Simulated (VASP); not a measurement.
# ZnS (Imm2) in VASP: a series of runs

Runs on ZnS. Level: r2SCAN. Tasks: single point.

All numbers are computed with VASP 6.6.1; they aren't measurements. Logs are shortened: lines on timing, memory, paths and dates and some standing lists are left out, and cuts for length are marked.

### Step 1. The cell of the first run

It takes space group Imm2 (No. 44, orthorhombic). Conventional cell: a = 3.811 Å, b = 3.811 Å, c = 5.389 Å, α = 90.00°, β = 90.00°, γ = 90.00°. Within 3.0 Å of Zn (site symmetry mm2) lie 4 S at 2.27 to 2.40 Å. Within 3.0 Å of S (site symmetry mm2) lie 4 Zn at 2.27 to 2.40 Å.

### Step 2. Single point, r2SCAN (atoms displaced along a vibrational mode)

File POSCAR:

```
ZnS
1.0
    0.0000000000      2.6945131952      2.6945131952
    2.6945131952      0.0000000000      2.6945131952
    2.6945131952      2.6945131952      0.0000000000
Zn S
1 1
Direct
   -0.0068244798      0.0068244798     -0.0068244798
    0.7639171707      0.7360828293      0.7639171707
```

File INCAR.step1:

```
ALGO = Normal
EDIFF = 1E-4
ENCUT = 520
GGA = PE
ISMEAR = 0
LASPH = T
LCHARG = F
LREAL = F
LWAVE = T
NBANDS = 16
NELM = 100
PREC = Accurate
SIGMA = 0.05
```

File INCAR.step2:

```
ALGO = Normal
EDIFF = 1E-6
ENCUT = 520
ISIF = 2
ISMEAR = 0
ISTART = 1
LASPH = T
LCHARG = F
LMIXTAU = T
LREAL = F
LWAVE = F
METAGGA = R2SCAN
NBANDS = 16
NELM = 100
PREC = Accurate
SIGMA = 0.05
```

File KPOINTS:

```
k-points
0
Gamma
  8 8 8
```

Potentials or basis: VASP PAW PBE potentials, release 64 (Zn, S).

The run is started by

```sh
> cat potpaw_PBE.64/Zn/POTCAR potpaw_PBE.64/S/POTCAR > POTCAR
> cp INCAR.step1 INCAR
> mpirun -np 1 vasp_std > vasp.out
> cp INCAR.step2 INCAR
> mpirun -np 1 vasp_std > vasp.out
```

OUTCAR:

```text
EDIFF = 1E-6
   ENCUT = 520
   ISIF = 2
   ISMEAR = 0
   ISTART = 1
   LASPH = T
   LREAL = F
   METAGGA = R2SCAN
   NELM = 100
   PREC = Accurate

 ion  position               nearest neighbor table
   1  0.993  0.007  0.993-   2 2.27   2 2.27   2 2.40   2 2.40
   2  0.764  0.736  0.764-   1 2.27   1 2.27   1 2.40   1 2.40

  LATTYP: Found a face centered cubic cell.
 ALAT       =     5.3890263904

  Lattice vectors:

 A1 = (   0.0000000000,   2.6945131952,   2.6945131952)
 A2 = (   2.6945131952,   0.0000000000,   2.6945131952)
 A3 = (   2.6945131952,   2.6945131952,   0.0000000000)

Analysis of symmetry for initial positions (statically):
=====================================================================
 Subroutine PRICEL returns:
 Original cell was already a primitive cell.

 Routine SETGRP: Setting up the symmetry group for a
 face centered cubic supercell.

 Subroutine GETGRP returns: Found  4 space group operations
 (whereof  4 operations were pure point group operations)
 out of a pool of 48 trial point group operations.

The static configuration has the point symmetry C_2v.

Analysis of symmetry for dynamics (positions and initial velocities):
=====================================================================
 Subroutine PRICEL returns:
 Original cell was already a primitive cell.

 Routine SETGRP: Setting up the symmetry group for a
 face centered cubic supercell.

 Subroutine GETGRP returns: Found  4 space group operations
 (whereof  4 operations were pure point group operations)
 out of a pool of 48 trial point group operations.

The dynamic configuration has the point symmetry C_2v.

 Subroutine INISYM returns: Found  4 space group operations
 (whereof  4 operations are pure point group operations),
 and found     1 'primitive' translations

----------------------------------------------------------------------------------------

                                     Primitive cell

  volume of cell :      39.1265

  direct lattice vectors                    reciprocal lattice vectors
     0.000000000  2.694513195  2.694513195    -0.185562276  0.185562276  0.185562276
     2.694513195  0.000000000  2.694513195     0.185562276 -0.185562276  0.185562276
     2.694513195  2.694513195  0.000000000     0.185562276  0.185562276 -0.185562276

  length of vectors
     3.810617105  3.810617105  3.810617105     0.321403289  0.321403289  0.321403289

  position of ions in fractional coordinates (direct lattice)
     0.993175520  0.006824480  0.993175520
     0.763917171  0.736082829  0.763917171

  ion indices of the primitive-cell ions
   primitive index   ion index
                 1           1
                 2           2

----------------------------------------------------------------------------------------

 KPOINTS: k-points

Automatic generation of k-mesh.
 Grid dimensions read from file:
 generate k-points for:    8    8    8

 Generating k-lattice:

  Cartesian coordinates                     Fractional coordinates (reciprocal lattice)
    -0.023195284  0.023195284  0.023195284     0.125000000  0.000000000  0.000000000
     0.023195284 -0.023195284  0.023195284     0.000000000  0.125000000  0.000000000
     0.023195284  0.023195284 -0.023195284     0.000000000  0.000000000  0.125000000

  Length of vectors
     0.040175411  0.040175411  0.040175411

  Shift w.r.t. Gamma in fractional coordinates (k-lattice)
     0.000000000  0.000000000  0.000000000

 Subroutine IBZKPT returns following result:
 ===========================================

 Found     95 irreducible k-points:

 Following reciprocal coordinates:
            Coordinates               Weight
  0.000000  0.000000  0.000000      1.000000
  0.125000  0.000000  0.000000      4.000000
  0.000000  0.125000  0.000000      4.000000
  0.250000  0.000000  0.000000      4.000000
  0.000000  0.250000  0.000000      4.000000
  0.375000  0.000000  0.000000      4.000000
[... 16 lines left out ...]
  0.500000  0.375000  0.500000      4.000000
 -0.375000  0.125000  0.000000      8.000000
 [... further k-points ...]
   k-points           NKPTS =     95   k-points in BZ     NKDIM =     95   number of bands    NBANDS=     16
   number of dos      NEDOS =    301   number of ions     NIONS =      2
   total plane-waves  NPLWV =  21952
   dimension x,y,z NGX =    28 NGY =   28 NGZ =   28
   dimension x,y,z NGXF=    56 NGYF=   56 NGZF=   56
   ions per type =               1   1
   NGX,Y,Z   is equivalent  to a cutoff of  12.22, 12.22, 12.22 a.u.
   NGXF,Y,Z  is equivalent  to a cutoff of  24.43, 24.43, 24.43 a.u.
 SYSTEM =  unknown system
   PREC   = accura    normal or accurate (medium, high low for compatibility)
   ISTART =      1    job   : 0-new  1-cont  2-samecut
   ICHARG =      0    charge: 1-file 2-atom 10-const
   ISPIN  =      1    spin polarized calculation?
   LNONCOLLINEAR =      F non collinear calculations
   LSORBIT =      F    spin-orbit coupling
   LASPH  =      T    aspherical Exc in radial PAW
   ENCUT  =  520.0 eV  38.22 Ry    6.18 a.u.   7.09  7.09  7.09*2*pi/ulx,y,z
   NELM   =    100;   NELMIN=  2; NELMDL=  0     # of ELM steps
   EDIFF  = 0.1E-05   stopping-criterion for ELM
   LREAL  =      F    real-space projection
   EDIFFG = 0.1E-04   stopping-criterion for IOM
   NSW    =      0    number of steps for IOM
   IBRION =     -1    ionic relax: 0-MD 1-quasi-New 2-CG
   NFREE  =      0    steps in history (QN), initial steepest desc. (CG)
   ISIF   =      2    stress and relaxation
   ISYM   =      2    0-nonsym 1-usesym 2-fastsym
   POTIM  = 0.5000    time-step for ionic-motion
   TEBEG  =    0.0;   TEEND  =   0.0 temperature during run
   PSTRESS=    0.0 pullay stress
   NELECT =      18.0000    total number of electrons
   NUPDOWN=      -1.0000    fix difference up-down
   EMIN   =  10.00;   EMAX   =-10.00  energy-range for DOS
   EFERMI =   0.00;   METHOD = LEGACY
   ISMEAR =     0;   SIGMA  =   0.05  broadening in eV -4-tet -1-fermi 0-gaus
   EFERMI_NEDOS =   21; number of points for ismear=-14 and -15
   IALGO  =     38    algorithm
   IMIX   =      4    mixing-type and parameters
     AMIX     =   0.40;   BMIX     =  1.00
     AMIX_MAG =   1.60;   BMIX_MAG =  1.00
  volume/ion in A,a.u.               =      19.56       132.02
  Fermi-wavevector in a.u.,A,eV,Ry     =   1.263791  2.388219 21.730795  1.597168
  Thomas-Fermi vector in A             =   2.397130
   LORBIT       =      0    0 simple, 1 ext, 2 COOP (PROOUT), +10 PAW based schemes
   METAGGA = R2SCAN    functional components
   LHFCALC =     F    Hartree Fock is set to
   AEXX    =    0.0000 exact exchange contribution
   IVDW    =     0    specifies the selected vdW correction
   LEPSILON=     F    determine dielectric tensor
   LRPA    =     F    only Hartree local field effects (RPA)
 non-spin polarized calculation
 Gauss-broadening in eV      SIGMA  =   0.05
  energy-cutoff  :      520.00
  volume of cell :       39.13
 maximum number of plane-waves:      1067
   NGX = 15   NGY = 15   NGZ = 15

 number of electron      17.9999986 magnetization

 Free energy of the ion-electron system (eV)
  ---------------------------------------------------
  ext. energy  EPLUGINS =         0.00000000
  ---------------------------------------------------
  free energy    TOTEN  =       -18.82947625 eV

  energy without entropy =      -18.82947625  energy(sigma->0) =      -18.82947625

 E-fermi :   2.1753     XC(G=0): -10.3247

 val. band max:        1.9816591413   @ k =   0.0000   0.0000   0.0000
 cond. band min:       4.6307615244   @ k =   0.0000   0.0000   0.0000
 fundamental gap:      2.6491023831
 Fermi energy:         2.1753041612

 k-point     1 :       0.0000    0.0000    0.0000
  band No.  band energies     occupation
      1     -11.8382      2.00000
      2      -4.7321      2.00000
      3      -4.6465      2.00000
      4      -4.5607      2.00000
      5      -4.0917      2.00000
      6      -4.0882      2.00000
[... 8 lines left out ...]
     15      14.2211      0.00000
     16      14.4662      0.00000

 k-point     2 :       0.1250    0.0000    0.0000
  band No.  band energies     occupation
      1     -11.7199      2.00000
      2      -4.7095      2.00000
      3      -4.6369      2.00000
      4      -4.5507      2.00000
      5      -4.0926      2.00000
      6      -4.0879      2.00000
[... 8 lines left out ...]
     15      13.6377      0.00000
     16      15.3079      0.00000

 k-point     3 :       0.0000    0.1250    0.0000
  band No.  band energies     occupation
      1     -11.7145      2.00000
      2      -4.7268      2.00000
      3      -4.6196      2.00000
      4      -4.5394      2.00000
      5      -4.0942      2.00000
      6      -4.0917      2.00000
[... 8 lines left out ...]
     15      13.5723      0.00000
     16      15.2540      0.00000

 k-point     4 :       0.2500    0.0000    0.0000
  band No.  band energies     occupation
      1     -11.4117      2.00000
      2      -4.6581      2.00000
      3      -4.6023      2.00000
      4      -4.4976      2.00000
      5      -4.0892      2.00000
      6      -4.0797      2.00000
[... 8 lines left out ...]
     15      13.5608      0.00000
     16      14.6866      0.00000
[... 324 lines left out ...]
 k-point    22 :       0.1250    0.0000    0.5000
  band No.  band energies     occupation
      1     -10.8602      2.00000
      2      -4.5669      2.00000
      3      -4.5594      2.00000
      4      -4.1169      2.00000
      5      -4.0613      2.00000
      6      -3.9068      2.00000
[... 8 lines left out ...]
     15      15.8599      0.00000
     16      16.3604      0.00000

 k-point    23 :       0.5000    0.3750    0.5000
  band No.  band energies     occupation
      1     -10.8158      2.00000
      2      -4.4997      2.00000
      3      -4.4173      2.00000
      4      -4.2093      2.00000
      5      -4.0545      2.00000
      6      -3.9511      2.00000
[... 8 lines left out ...]
     15      15.9734      0.00000
     16      16.1749      0.00000

 k-point    24 :      -0.3750    0.1250    0.0000
  band No.  band energies     occupation
      1     -10.9104      2.00000
      2      -4.5925      2.00000
      3      -4.5235      2.00000
      4      -4.1814      2.00000
      5      -4.0719      2.00000
      6      -4.0034      2.00000
[... 8 lines left out ...]
     15      15.2590      0.00000
     16      16.5027      0.00000

 [... further k-points ...]
[... 5 lines left out ...]
  --------------------------------------------------------------------------------------
  -------------------------------------------------------------------------------------
  Total        0.1396358      0.0332708      0.1396358      0.0000000      0.0000000      0.6400405
  in kB        5.7179001      1.3623958      5.7179001      0.0000000      0.0000000     26.2087965
  external PRESSURE =       4.2660653 kB  Pullay stress =       0.0000000 kB

 VOLUME and BASIS-vectors are now :
 -----------------------------------------------------------------------------
  energy-cutoff  :      520.00
  volume of cell :       39.13
      direct lattice vectors                 reciprocal lattice vectors
     0.000000000  2.694513195  2.694513195    -0.185562276  0.185562276  0.185562276
     2.694513195  0.000000000  2.694513195     0.185562276 -0.185562276  0.185562276
     2.694513195  2.694513195  0.000000000     0.185562276  0.185562276 -0.185562276

 POSITION                                       TOTAL-FORCE (eV/Angst)
 -----------------------------------------------------------------------------------
      2.69451      5.35225      2.69451         0.000000      0.658197      0.000000
      4.04177      4.11677      4.04177         0.000000     -0.658197      0.000000
 -----------------------------------------------------------------------------------
    total drift:                               -0.000067      0.000627     -0.000067

  FREE ENERGIE OF THE ION-ELECTRON SYSTEM (eV)
  ---------------------------------------------------
  free  energy   TOTEN  =       -18.8294762536 eV

  energy  without entropy=      -18.8294762536  energy(sigma->0) =      -18.82947625
```

Run time: 4.9 min. Hardware: 1 thread of Intel Xeon 8259CL, shared host; peak memory 0.2 GiB.

Results:

```
Free energy            : -18.8295 eV
Pressure               : 0.4 GPa
Largest force          : 0.658 eV/Å
Band gap on the k mesh : 2.65 eV
```

Forces on the atoms (eV/Å):
```
Zn   0.000  0.658  0.000
S    0.000 -0.658  0.000
```

Stress tensor (GPa, compression positive):
```
0.57 0.00 2.62
0.00 0.14 0.00
2.62 0.00 0.57
```

Levels at points of the mesh, in eV from the valence-band top:
```tsv
k point	band 6	band 7	band 8	band 9	band 10	band 11	band 12	band 13
(0.00, 0.00, 0.00)	-6.07	-0.20	-0.05	0.00	2.65	6.81	6.82	6.91
(0.50, 0.00, 0.00)	-5.87	-5.34	-1.10	-0.78	3.67	6.97	7.51	9.31
(0.00, 0.50, 0.00)	-5.88	-5.66	-1.16	-0.85	3.86	7.13	7.68	9.43
(0.50, 0.50, 0.00)	-5.86	-4.73	-2.38	-2.35	3.62	4.40	11.74	12.82
(0.50, 0.00, 0.50)	-5.86	-4.69	-2.43	-2.34	3.57	4.47	11.73	12.66
```

Caveat: the cell differs from its parent crystal (atoms displaced along a vibrational mode); the PAW data sets were made with another functional, which shifts forces and pressure a little.

### Step 3. Single point, r2SCAN (atoms displaced along a vibrational mode)

File POSCAR:

```
ZnS
1.0
    0.0000000000      2.6945131952      2.6945131952
    2.6945131952      0.0000000000      2.6945131952
    2.6945131952      2.6945131952      0.0000000000
Zn S
1 1
Direct
   -0.0034122399      0.0034122399     -0.0034122399
    0.7569585853      0.7430414147      0.7569585853
```

File INCAR.step1:

```
SYSTEM = ZnS
ALGO = Normal ; EDIFF = 1E-4
ENCUT = 520 ; GGA = PE
ISMEAR = 0 ; LASPH = .True.
LCHARG = .False. ; LREAL = .False.
LWAVE = .True. ; NBANDS = 16
NELM = 80 ; PREC = Accurate
SIGMA = 0.05
```

File INCAR.step2:

```
SYSTEM = ZnS
ALGO = Normal ; EDIFF = 1E-6
ENCUT = 520 ; ISIF = 2
ISMEAR = 0 ; ISTART = 1
LASPH = .True. ; LCHARG = .False.
LMIXTAU = .True. ; LREAL = .False.
LWAVE = .False. ; METAGGA = R2SCAN
NBANDS = 16 ; NELM = 80
PREC = Accurate ; SIGMA = 0.05
```

File KPOINTS:

```
k-points
0
Gamma
  8 8 8
  0 0 0
```

Potentials or basis: VASP PAW PBE potentials, release 64 (Zn, S).

The run is started by

```sh
> cat potpaw_PBE.64/Zn/POTCAR potpaw_PBE.64/S/POTCAR > POTCAR
> cp INCAR.step1 INCAR
> mpirun -np 1 vasp_std > vasp.out
> cp INCAR.step2 INCAR
> mpirun -np 1 vasp_std > vasp.out
```

Wall time 5.3 min (1 thread of Intel Xeon 8259CL, shared host); peak memory 0.2 GiB.

It converged, with:

* Free energy: -18.8571 eV
* Pressure: 0.1 GPa
* Largest force: 0.325 eV/Å
* Band gap on the k mesh: 2.67 eV

Forces on the atoms (eV/Å):
```
Zn   0.000  0.325  0.000
S    0.000 -0.325  0.000
```

Stress tensor (GPa, compression positive):
```
0.15 0.00 1.29
0.00 0.06 0.00
1.29 0.00 0.15
```

Levels at points of the mesh, in eV from the valence-band top:
```csv
k point,band 5,band 6,band 7,band 8,band 9,band 10,band 11,band 12,band 13,band 14
"(0.00, 0.00, 0.00)",-6.02,-6.02,-0.10,-0.04,0.00,2.67,6.84,6.85,6.89,12.27
"(0.50, 0.00, 0.00)",-5.99,-5.82,-5.41,-1.00,-0.84,3.74,7.17,7.44,9.37,12.88
"(0.00, 0.50, 0.00)",-5.99,-5.83,-5.57,-1.04,-0.88,3.84,7.25,7.53,9.43,12.83
"(0.50, 0.50, 0.00)",-5.95,-5.81,-4.69,-2.35,-2.35,3.66,4.44,11.78,12.84,12.85
"(0.50, 0.00, 0.50)",-5.95,-5.81,-4.68,-2.37,-2.33,3.65,4.46,11.78,12.76,12.92
```

Caveat: the cell differs from its parent crystal (atoms displaced along a vibrational mode); the PAW data sets were made with another functional, which shifts forces and pressure a little.
